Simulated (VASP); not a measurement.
# Ti (Fm-3m) in VASP: a series of runs

Aim: see how the results for Ti move with the level of theory and the settings. Levels: HSE06, LDA. Tasks: single point.

Program: VASP 6.6.1. These are calculated values, not measurements. Logs are shortened: lines on timing, memory, paths and dates and some standing lists are left out, and cuts for length are marked.

## Step 1: The cell of the first run

The structure is cubic, space group Fm-3m (No. 225). Conventional cell: a = 4.033 Å, b = 4.033 Å, c = 4.033 Å, α = 90.00°, β = 90.00°, γ = 90.00°. Ti (site symmetry m-3m) has 12 Ti at 2.85 Å within 3.8 Å.

This isn't the form of Ti at room conditions, which is hcp.

## Step 2: Single point, HSE06

File POSCAR:

```
Ti
1.0
    0.0000000000      2.0163754284      2.0163754284
    2.0163754284      0.0000000000      2.0163754284
    2.0163754284      2.0163754284      0.0000000000
Ti
1
Direct
    0.0000000000      0.0000000000      0.0000000000
```

File INCAR.step1:

```
SYSTEM = Ti
PREC = Accurate
ENCUT = 520
EDIFF = 1E-5
ISMEAR = -1
SIGMA = 0.05
LREAL = .FALSE.
LASPH = .TRUE.
NELM = 100
ALGO = Normal
ISIF = 2
LWAVE = .TRUE.
NBANDS = 12
GGA = PE
```

File INCAR.step2:

```
SYSTEM = Ti
PREC = Accurate
ENCUT = 520
EDIFF = 1E-6
ISMEAR = -1
SIGMA = 0.05
LREAL = .FALSE.
LASPH = .TRUE.
NELM = 100
ALGO = Normal
ISIF = 2
LWAVE = .FALSE.
LCHARG = .TRUE.
GGA = PE
LHFCALC = .TRUE.
HFSCREEN = 0.2079
PRECFOCK = Normal
LELF = .TRUE.
LVHAR = .TRUE.
NBANDS = 12
ISTART = 1
```

File KPOINTS:

```
Automatic mesh
0
G
  6 6 6
  0 0 0
```

Potentials or basis: VASP PAW PBE potentials, release 64 (Ti_sv).

On the command line:

```sh
$ cat potpaw_PBE.64/Ti_sv/POTCAR > POTCAR
$ cp INCAR.step1 INCAR
$ mpirun -np 1 vasp_std > vasp.out
$ cp INCAR.step2 INCAR
$ mpirun -np 1 vasp_std > vasp.out
```

OUTCAR:

```text
SYSTEM = Ti
   PREC = Accurate
   ENCUT = 520
   EDIFF = 1E-6
   ISMEAR = -1
   LREAL = .FALSE.
   LASPH = .TRUE.
   NELM = 100
   ISIF = 2
   GGA = PE
   LHFCALC = .TRUE.
   HFSCREEN = 0.2079
   PRECFOCK = Normal
   ISTART = 1

 ion  position               nearest neighbor table
   1  0.000  0.000  0.000-

  LATTYP: Found a face centered cubic cell.
 ALAT       =     4.0327508568

  Lattice vectors:

 A1 = (   0.0000000000,   2.0163754284,   2.0163754284)
 A2 = (   2.0163754284,   0.0000000000,   2.0163754284)
 A3 = (   2.0163754284,   2.0163754284,   0.0000000000)

Analysis of symmetry for initial positions (statically):
=====================================================================
 Subroutine PRICEL returns:
 Original cell was already a primitive cell.

 Routine SETGRP: Setting up the symmetry group for a
 face centered cubic supercell.

 Subroutine GETGRP returns: Found 48 space group operations
 (whereof 48 operations were pure point group operations)
 out of a pool of 48 trial point group operations.

The static configuration has the point symmetry O_h .

Analysis of symmetry for dynamics (positions and initial velocities):
=====================================================================
 Subroutine PRICEL returns:
 Original cell was already a primitive cell.

 Routine SETGRP: Setting up the symmetry group for a
 face centered cubic supercell.

 Subroutine GETGRP returns: Found 48 space group operations
 (whereof 48 operations were pure point group operations)
 out of a pool of 48 trial point group operations.

The dynamic configuration has the point symmetry O_h .

 Subroutine INISYM returns: Found 48 space group operations
 (whereof 48 operations are pure point group operations),
 and found     1 'primitive' translations

----------------------------------------------------------------------------------------

                                     Primitive cell

  volume of cell :      16.3962

  direct lattice vectors                    reciprocal lattice vectors
     0.000000000  2.016375428  2.016375428    -0.247969695  0.247969695  0.247969695
     2.016375428  0.000000000  2.016375428     0.247969695 -0.247969695  0.247969695
     2.016375428  2.016375428  0.000000000     0.247969695  0.247969695 -0.247969695

  length of vectors
     2.851585478  2.851585478  2.851585478     0.429496110  0.429496110  0.429496110

  position of ions in fractional coordinates (direct lattice)
     0.000000000  0.000000000  0.000000000

  ion indices of the primitive-cell ions
   primitive index   ion index
                 1           1

----------------------------------------------------------------------------------------

 KPOINTS: Automatic mesh

Automatic generation of k-mesh.
 Grid dimensions read from file:
 generate k-points for:    6    6    6

 Generating k-lattice:

  Cartesian coordinates                     Fractional coordinates (reciprocal lattice)
    -0.041328283  0.041328283  0.041328283     0.166666667  0.000000000  0.000000000
     0.041328283 -0.041328283  0.041328283     0.000000000  0.166666667  0.000000000
     0.041328283  0.041328283 -0.041328283     0.000000000  0.000000000  0.166666667

  Length of vectors
     0.071582685  0.071582685  0.071582685

  Shift w.r.t. Gamma in fractional coordinates (k-lattice)
     0.000000000  0.000000000  0.000000000

 Subroutine IBZKPT returns following result:
 ===========================================

 Found     16 irreducible k-points:

 Following reciprocal coordinates:
            Coordinates               Weight
  0.000000  0.000000  0.000000      1.000000
  0.166667  0.000000  0.000000      8.000000
  0.333333  0.000000  0.000000      8.000000
  0.500000  0.000000  0.000000      4.000000
  0.166667  0.166667  0.000000      6.000000
  0.333333  0.166667  0.000000     24.000000
[... 8 lines left out ...]
 -0.333333  0.333333  0.166667     24.000000
 -0.333333  0.500000  0.166667     12.000000
   k-points           NKPTS =     16   k-points in BZ     NKDIM =    216   number of bands    NBANDS=     12
   number of dos      NEDOS =    301   number of ions     NIONS =      1
   total plane-waves  NPLWV =  13824
   dimension x,y,z NGX =    24 NGY =   24 NGZ =   24
   dimension x,y,z NGXF=    48 NGYF=   48 NGZF=   48
   ions per type =               1
   NGX,Y,Z   is equivalent  to a cutoff of  13.99, 13.99, 13.99 a.u.
   NGXF,Y,Z  is equivalent  to a cutoff of  27.98, 27.98, 27.98 a.u.
 SYSTEM =  Ti
   PREC   = accura    normal or accurate (medium, high low for compatibility)
   ISTART =      1    job   : 0-new  1-cont  2-samecut
   ICHARG =      0    charge: 1-file 2-atom 10-const
   ISPIN  =      1    spin polarized calculation?
   LNONCOLLINEAR =      F non collinear calculations
   LSORBIT =      F    spin-orbit coupling
   LASPH  =      T    aspherical Exc in radial PAW
   ENCUT  =  520.0 eV  38.22 Ry    6.18 a.u.   5.30  5.30  5.30*2*pi/ulx,y,z
   NELM   =    100;   NELMIN=  2; NELMDL=  0     # of ELM steps
   EDIFF  = 0.1E-05   stopping-criterion for ELM
   LREAL  =      F    real-space projection
   EDIFFG = 0.1E-04   stopping-criterion for IOM
   NSW    =      0    number of steps for IOM
   IBRION =     -1    ionic relax: 0-MD 1-quasi-New 2-CG
   NFREE  =      0    steps in history (QN), initial steepest desc. (CG)
   ISIF   =      2    stress and relaxation
   ISYM   =      3    0-nonsym 1-usesym 2-fastsym
   POTIM  = 0.5000    time-step for ionic-motion
   TEBEG  =    0.0;   TEEND  =   0.0 temperature during run
   PSTRESS=    0.0 pullay stress
   NELECT =      12.0000    total number of electrons
   NUPDOWN=      -1.0000    fix difference up-down
   EMIN   =  10.00;   EMAX   =-10.00  energy-range for DOS
   EFERMI =   0.00;   METHOD = LEGACY
   ISMEAR =    -1;   SIGMA  =   0.05  broadening in eV -4-tet -1-fermi 0-gaus
   EFERMI_NEDOS =   21; number of points for ismear=-14 and -15
   IALGO  =     38    algorithm
   IMIX   =      1    mixing-type and parameters
     AMIX     =   0.40;   BMIX     =  1.00
     AMIX_MAG =   1.60;   BMIX_MAG =  1.00
  volume/ion in A,a.u.               =      16.40       110.65
  Fermi-wavevector in a.u.,A,eV,Ry     =   1.475323  2.787957 29.614151  2.176579
  Thomas-Fermi vector in A             =   2.589986
   LORBIT       =      0    0 simple, 1 ext, 2 COOP (PROOUT), +10 PAW based schemes
   GGA     = PE    functional components
   LHFCALC =     T    Hartree Fock is set to
   PRECFOCK=normal    Normal, Fast or Accurate (Low or Medium for compatibility)
   ENCUT4O =  -1.0   cutoff for four orbital integrals eV
   NKREDX  =     1    reduce k-point grid by
   NKREDY  =     1    reduce k-point grid by
   NKREDZ  =     1    reduce k-point grid by
   AEXX    =    0.2500 exact exchange contribution
   HFSCREEN=    0.2079 screening length (either q_TF or 0.3 A-1)
   HFSCREENC=   0.2079 screening length for correlation (either q_TF or 0.3 A-1)
   ENCUTFOCK=  -1.0 apply spherical cutoff to Coloumb kernel
   IVDW    =     0    specifies the selected vdW correction
   LEPSILON=     F    determine dielectric tensor
   LRPA    =     F    only Hartree local field effects (RPA)
 non-spin polarized calculation
  energy-cutoff  :      520.00
  volume of cell :       16.40
 maximum number of plane-waves:       459
 NGX is ok and might be reduce to    24
  NGX = 16; NGY = 16; NGZ = 16

 number of electron      12.0000001 magnetization

 Free energy of the ion-electron system (eV)
  ---------------------------------------------------
  ext. energy  EPLUGINS =         0.00000000
  ---------------------------------------------------
  free energy    TOTEN  =        -9.36595194 eV

  energy without entropy =       -9.35698276  energy(sigma->0) =       -9.36146735

 E-fermi :   8.8420     XC(G=0):  -9.6795

 val. band max:        8.7643341172   @ k =  -0.3333   0.3333   0.1667
 cond. band min:       8.9867617474   @ k =  -0.3333   0.3333   0.0000
 fundamental gap:      0.2224276303
 Fermi energy:         8.8419757444

 k-point     1 :       0.0000    0.0000    0.0000
  band No.  band energies     occupation
      1     -52.6634      2.00000
      2     -26.7678      2.00000
      3     -26.7678      2.00000
      4     -26.7678      2.00000
      5       1.3493      2.00000
      6      10.2863      0.00000
      7      10.2863      0.00000
      8      10.2863      0.00000
      9      12.5600      0.00000
     10      12.5600      0.00000
     11      25.1963      0.00000
     12      30.2328      0.00000

 k-point     2 :       0.1667    0.0000    0.0000
  band No.  band energies     occupation
      1     -52.6228      2.00000
      2     -26.9923      2.00000
      3     -26.7929      2.00000
      4     -26.7929      2.00000
      5       2.3777      2.00000
      6       9.5241      0.00000
      7      10.5751      0.00000
      8      10.5751      0.00000
      9      12.3841      0.00000
     10      12.3841      0.00000
     11      25.5100      0.00000
     12      26.5687      0.00000

 k-point     3 :       0.3333    0.0000    0.0000
  band No.  band energies     occupation
      1     -52.5406      2.00000
      2     -27.4276      2.00000
      3     -26.8424      2.00000
      4     -26.8424      2.00000
      5       4.6229      2.00000
      6       8.6721      1.93530
      7      10.5238      0.00000
      8      10.5238      0.00000
      9      12.9294      0.00000
     10      12.9294      0.00000
     11      21.1521      0.00000
     12      25.4599      0.00000

 k-point     4 :       0.5000    0.0000    0.0000
  band No.  band energies     occupation
      1     -52.4990      2.00000
      2     -27.6398      2.00000
      3     -26.8669      2.00000
      4     -26.8669      2.00000
      5       5.5151      2.00000
      6       9.2227      0.00099
      7      10.2818      0.00000
      8      10.2818      0.00000
      9      13.5797      0.00000
     10      13.5797      0.00000
     11      18.5604      0.00000
     12      24.4916      0.00000

 k-point     5 :       0.1667    0.1667    0.0000
  band No.  band energies     occupation
      1     -52.6094      2.00000
      2     -26.9891      2.00000
      3     -26.8385      2.00000
      4     -26.8385      2.00000
      5       2.7037      2.00000
      6       9.1062      0.01009
      7      10.8902      0.00000
      8      10.8902      0.00000
      9      11.5661      0.00000
     10      12.8441      0.00000
     11      26.4579      0.00000
     12      27.3493      0.00000
[... 108 lines left out ...]
      1     -52.4470      2.00000
      2     -27.5657      2.00000
      3     -27.0490      2.00000
      4     -27.0490      2.00000
      5       5.6497      2.00000
      6       6.4847      2.00000
      7      12.1159      0.00000
      8      13.7823      0.00000
      9      13.8435      0.00000
     10      13.8436      0.00000
     11      21.2542      0.00000
     12      21.9583      0.00000

 k-point    14 :       0.5000    0.3333    0.1667
  band No.  band energies     occupation
      1     -52.4868      2.00000
      2     -27.4096      2.00000
      3     -27.0978      2.00000
      4     -26.9394      2.00000
      5       6.2210      2.00000
      6       7.7696      2.00000
      7       9.1461      0.00455
      8      12.1234      0.00000
      9      12.5780      0.00000
     10      14.7477      0.00000
     11      22.1611      0.00000
     12      22.1910      0.00000

 k-point    15 :      -0.3333    0.3333    0.1667
  band No.  band energies     occupation
      1     -52.4595      2.00000
      2     -27.4278      2.00000
      3     -27.2047      2.00000
      4     -26.9854      2.00000
      5       7.3529      2.00000
      6       7.4923      2.00000
      7       8.7643      1.65064
      8      11.7561      0.00000
      9      13.3711      0.00000
     10      16.8352      0.00000
     11      18.2868      0.00000
     12      22.9334      0.00000

 k-point    16 :      -0.3333    0.5000    0.1667
  band No.  band energies     occupation
      1     -52.4464      2.00000
      2     -27.4417      2.00000
      3     -27.1829      2.00000
      4     -27.0633      2.00000
      5       6.5475      2.00000
      6       7.2959      2.00000
      7       9.5844      0.00000
      8      12.4656      0.00000
      9      13.8419      0.00000
     10      16.8105      0.00000
     11      20.2503      0.00000
     12      21.0680      0.00000

------------------------ aborting loop because EDIFF is reached ----------------------------------------

  FORCE on cell =-STRESS in cart. coord.  units (eV):
  Direction    XX          YY          ZZ          XY          YZ          ZX
  --------------------------------------------------------------------------------------
  -------------------------------------------------------------------------------------
  Total        0.6671857      0.6671857      0.6671857     -0.0000000     -0.0000000     -0.0000000
  in kB       65.1948231     65.1948231     65.1948231     -0.0000000     -0.0000000     -0.0000000
  external PRESSURE =      65.1948231 kB  Pullay stress =       0.0000000 kB

 VOLUME and BASIS-vectors are now :
 -----------------------------------------------------------------------------
  energy-cutoff  :      520.00
  volume of cell :       16.40
      direct lattice vectors                 reciprocal lattice vectors
     0.000000000  2.016375428  2.016375428    -0.247969695  0.247969695  0.247969695
     2.016375428  0.000000000  2.016375428     0.247969695 -0.247969695  0.247969695
     2.016375428  2.016375428  0.000000000     0.247969695  0.247969695 -0.247969695

 POSITION                                       TOTAL-FORCE (eV/Angst)
 -----------------------------------------------------------------------------------
      0.00000      0.00000      0.00000         0.000000      0.000000     -0.000000
 -----------------------------------------------------------------------------------
    total drift:                               -0.000003     -0.000004     -0.000004

  FREE ENERGIE OF THE ION-ELECTRON SYSTEM (eV)
  ---------------------------------------------------
  free  energy   TOTEN  =        -9.3659519402 eV

  energy  without entropy=       -9.3569827568  energy(sigma->0) =       -9.36146735
```

Run time: 14 min. Hardware: 1 thread of Intel Xeon 8259CL, shared host; peak memory 0.24 GiB.

What came out:

* Free energy: -9.3660 eV
* Pressure: 6.5 GPa
* Band gap on the k mesh: zero (bands 6 and 7 overlap by 1.52 eV)

Caveat: the k points lie up to 0.45 Å⁻¹ apart, too coarse for converged energies and pressures of a metal; the PAW data sets were made with another functional, which shifts forces and pressure a little.

## Step 3: Single point, HSE06

This run uses another cell than the first one, of 16.73 Å³/atom.

File POSCAR:

```
Ti
1.0
    0.0000000000      2.0300000000      2.0300000000
    2.0300000000      0.0000000000      2.0300000000
    2.0300000000      2.0300000000      0.0000000000
Ti
1
Direct
    0.0000000000      0.0000000000      0.0000000000
```

File INCAR.step1:

```
PREC     = Accurate       # precision mode
ENCUT    = 520            # plane-wave cutoff, eV
EDIFF    = 1E-5           # SCF threshold, eV
ISMEAR   = -1             # smearing method
SIGMA    = 0.05           # smearing width, eV
LREAL    = False          # projectors in reciprocal space
LASPH    = True           # aspherical terms in the spheres
NELM     = 100            # most SCF steps
ALGO     = Normal         # electronic algorithm
ISIF     = 2              # what is computed and relaxed
LWAVE    = True           # write WAVECAR
NBANDS   = 12             # bands
GGA      = PE             # functional
```

File INCAR.step2:

```
PREC     = Accurate       # precision mode
ENCUT    = 520            # plane-wave cutoff, eV
EDIFF    = 1E-7           # SCF threshold, eV
ISMEAR   = -1             # smearing method
SIGMA    = 0.05           # smearing width, eV
LREAL    = False          # projectors in reciprocal space
LASPH    = True           # aspherical terms in the spheres
NELM     = 100            # most SCF steps
ALGO     = Normal         # electronic algorithm
ISIF     = 2              # what is computed and relaxed
LWAVE    = False          # write WAVECAR
LCHARG   = True           # write CHGCAR
GGA      = PE             # functional
LHFCALC  = True           # exact exchange
HFSCREEN = 0.2079         # screening, 1/A
PRECFOCK = Normal       
LELF     = True           # ELF
LVHAR    = True         
NBANDS   = 12             # bands
ISTART   = 1
```

File KPOINTS:

```
Automatic mesh
0
Gamma
  6 6 6
```

Potentials or basis: VASP PAW PBE potentials, release 64 (Ti_sv).

On the command line:

```sh
$ cat potpaw_PBE.64/Ti_sv/POTCAR > POTCAR
$ cp INCAR.step1 INCAR
$ mpirun -np 1 vasp_std > vasp.out
$ cp INCAR.step2 INCAR
$ mpirun -np 1 vasp_std > vasp.out
```

It took 27 min on 1 thread of Intel Xeon 8259CL, shared host; peak memory 0.25 GiB.

Results (log left out):

| Property | Result |
| --- | --- |
| Free energy | -9.3769 eV |
| Pressure | 3.7 GPa |
| Band gap on the k mesh | zero (bands 6 and 7 overlap by 1.50 eV) |

Levels at points of the mesh, in eV from the Fermi level:
```tsv
k point	band 2	band 3	band 4	band 5	band 6	band 7	band 8	band 9	band 10	band 11
(0.00, 0.00, 0.00)	-35.68	-35.68	-35.68	-7.44	1.43	1.43	1.43	3.65	3.65	16.23
(0.50, 0.00, 0.00)	-36.50	-35.77	-35.77	-3.28	0.32	1.43	1.43	4.63	4.63	9.48
(0.50, 0.50, 0.00)	-36.43	-35.94	-35.94	-3.10	-2.29	3.16	4.84	4.89	4.89	12.15
```

Caveat: the k points lie up to 0.45 Å⁻¹ apart, too coarse for converged energies and pressures of a metal; the PAW data sets were made with another functional, which shifts forces and pressure a little.

## Step 4: Single point, LDA (16.06 Å³/atom)

This run uses another cell than the first one, of 16.06 Å³/atom.

File INCAR:

```
PREC = Accurate
ENCUT = 500
EDIFF = 1E-6
ISMEAR = 0
SIGMA = 0.15
LREAL = False
LASPH = True
NELM = 120
ALGO = Normal
ISIF = 2
LWAVE = False
LCHARG = True
LELF = True
LVHAR = True
NBANDS = 12
GGA_COMPAT = False
```

File KPOINTS:

```
regular mesh
0
Gamma
  11 11 11
```

File POSCAR:

```
Ti
1.0
    0.0000000000      2.0025642050      2.0025642050
    2.0025642050      0.0000000000      2.0025642050
    2.0025642050      2.0025642050      0.0000000000
Ti
1
Direct
    0.0000000000      0.0000000000      0.0000000000
```

Potentials or basis: VASP PAW LDA potentials, release 64 (Ti_sv).

On the command line:

```sh
$ cat potpaw_LDA.64/Ti_sv/POTCAR > POTCAR
$ mpirun -np 1 vasp_std > vasp.out
```

Wall time 12 s (1 thread of Intel Xeon Platinum 8259CL at 2.50GHz (Skylake/Cascade Lake), shared host); peak memory 0.12 GiB.

The run converged. Its results:

```yaml
Free_energy: -8.5122 eV
Pressure: -0.7 GPa
Band_gap_on_the_k_mesh: zero (bands 6 and 7 overlap by 1.19 eV)
```

Levels at points of the mesh, in eV from the Fermi level:
| k point | band 3 | band 4 | band 5 | band 6 | band 7 | band 8 | band 9 | band 10 |
| --- | --- | --- | --- | --- | --- | --- | --- | --- |
| (0.00, 0.00, 0.00) | -32.02 | -32.02 | -6.19 | 0.89 | 0.89 | 0.89 | 2.68 | 2.68 |

## Step 5: Summary

| level | potentials or basis | cell | k mesh | cutoff (eV) | smearing | grid for exact exchange (PRECFOCK) | share of exact exchange | screening parameter | gap on the mesh (eV) | pressure (GPa) |
| --- | --- | --- | --- | --- | --- | --- | --- | --- | --- | --- |
| HSE06 | VASP PAW PBE potentials, release 64 (Ti_sv) | a = 2.852 Å, angles 60.0°, 1 atom | 6 × 6 × 6 | 520 | fermi-dirac 0.05 eV | Normal | 0.25 | 0.2079 1/Å | none | 6.5 |
| HSE06 | VASP PAW PBE potentials, release 64 (Ti_sv) | a = 2.871 Å, angles 60.0°, 1 atom | 6 × 6 × 6 | 520 | fermi-dirac 0.05 eV | Normal | 0.25 | 0.2079 1/Å | none | 3.7 |
| LDA | VASP PAW LDA potentials, release 64 (Ti_sv) | a = 2.832 Å, angles 60.0°, 1 atom | 11 × 11 × 11 | 500 | gaussian 0.15 eV | - | - | - | none | -0.7 |

Alike in all rows: task single point; no spin polarisation.

Caveats: some runs use coarse meshes; the PAW data sets were made with another functional, which shifts forces and pressure a little (at least some runs).

Absolute energies hang on the potentials; compare differences alone.

The gap in the log of VASP goes by the Fermi energy; the results here count the filled bands.